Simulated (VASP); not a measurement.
**MgIn2N2: single point with PBE**

Crystal: MgIn2N2.

```xyz
5
Lattice="1.6344 0.9436 7.6095 -1.6344 0.9436 7.6095 0.0000 -1.8873 7.6095" Properties=species:S:1:pos:R:3 pbc="T T T"
Mg    0.0000    0.0000    0.0000
In    0.0000    0.0000   10.0249
In    0.0000    0.0000   12.8037
N     0.0000    0.0000    6.3255
N     0.0000    0.0000   16.5031
```

```yaml
Program: VASP 6.6.1
Task: single point
Functional: PBE
Potentials_or_basis: VASP PAW PBE potentials, release 64 (Mg, In_d, N)
Cutoff: 520 eV
k_mesh: 8 × 8 × 8
Occupations: gaussian, width 0.01 eV
Spin: no spin polarisation
Dipole_correction: no
Further_INCAR_settings: ALGO = Normal; EDIFF = 1e-07; NBANDS = 27
```

| Property | Result |
| --- | --- |
| Pressure | 7.8 GPa |
| Largest force | 0.419 eV/Å |
| Band gap on the k mesh | 0.41 eV (least direct gap 0.44 eV) |

Forces in eV/Å, atoms in the order of the input:
```
Mg   0.000  0.000  0.000
In   0.000  0.000  0.419
In   0.000  0.000 -0.419
N    0.000  0.000  0.339
N    0.000  0.000 -0.339
```

Stress tensor (GPa, compression positive):
```
7.91 0.00 0.00
0.00 7.91 0.00
0.00 0.00 7.60
```

Levels at points of the mesh, in eV from the valence-band top:
| k point | band 15 | band 16 | band 17 | band 18 | band 19 | band 20 | band 21 | band 22 | band 23 | band 24 |
| --- | --- | --- | --- | --- | --- | --- | --- | --- | --- | --- |
| (0.00, 0.00, 0.00) | -2.31 | -0.66 | -0.66 | -0.35 | -0.35 | 2.18 | 3.33 | 5.84 | 9.28 | 9.28 |
| (0.50, 0.00, 0.00) | -3.31 | -2.79 | -1.75 | -1.44 | -0.72 | 2.28 | 3.17 | 3.72 | 6.64 | 7.92 |
| (0.50, 0.50, 0.00) | -2.86 | -2.36 | -1.85 | -1.61 | -1.31 | 1.27 | 4.14 | 4.63 | 6.64 | 7.37 |
| (0.50, 0.50, 0.50) | -0.68 | -0.68 | -0.32 | -0.32 | -0.04 | 0.41 | 3.63 | 6.43 | 9.58 | 9.58 |

It took 10 min on 1 thread of Intel(R) Xeon(R) Platinum 8259CL CPU @ 2.50GHz (Skylake/Cascade Lake) (shared host), peak memory 0.54 GiB.

Caveat: the cell stands under pressure; spin-orbit coupling is left out, which moves the levels of the heavy elements. A k mesh can miss the band edges.
